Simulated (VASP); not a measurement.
Write the native input for VASP 6.6.1 that does the following.

* Task: single point
* Functional: LDA
* Potentials or basis: VASP PAW LDA potentials, release 64 (W_sv, S)
* Cutoff: 520 eV
* k mesh: 6 × 6 × 2
* Occupations: gaussian, width 0.1 eV
* Spin: no spin polarisation
* Dipole correction: no
* Further INCAR settings: ALGO = Normal; EDIFF = 1e-06; NBANDS = 35

The structure of WS2 lies in POSCAR:

```
WS2
1.0
    3.1842228900      0.0000000000      0.0000000000
   -1.5921114500      2.7576179200      0.0000000000
    0.0000000000      0.0000000000     12.9782823600
W S
2 4
Direct
    0.3333333300      0.6666666700      0.2500000000
    0.6666666700      0.3333333300      0.7500000000
    0.3333333300      0.6666666700      0.6298049400
    0.6666666700      0.3333333300      0.1298049400
    0.3333333300      0.6666666700      0.8701950600
    0.6666666700      0.3333333300      0.3701950600
```

One way to write it, as run:

INCAR

```
SYSTEM = WS2
ALGO = Normal ; EDIFF = 1E-6
ENCUT = 520 ; ISIF = 2
ISMEAR = 0 ; LASPH = .True.
LCHARG = .True. ; LELF = .True.
LREAL = .False. ; LVHAR = .True.
LWAVE = .False. ; NBANDS = 35
NELM = 80 ; PREC = Accurate
SIGMA = 0.1
```

KPOINTS

```
k-points
0
Gamma
  6 6 2
  0 0 0
```

Potentials or basis: VASP PAW LDA potentials, release 64 (W_sv, S).

The run is started by

```sh
$ cat potpaw_LDA.64/W_sv/POTCAR potpaw_LDA.64/S/POTCAR > POTCAR
$ mpirun -np 1 vasp_std > vasp.out
```

Results of the run:

| Property | Result |
| --- | --- |
| Pressure | -5.4 GPa |
| Largest force | 0.276 eV/Å |
| Band gap on the k mesh | 1.16 eV, indirect (least direct gap 1.73 eV) |

Caveat: spin-orbit coupling is left out, which moves the levels of the heavy elements.

Wall time 21 s on 1 thread of Intel(R) Xeon(R) 6975P-C (Granite Rapids), with other jobs on the host, peak memory 0.2 GiB.
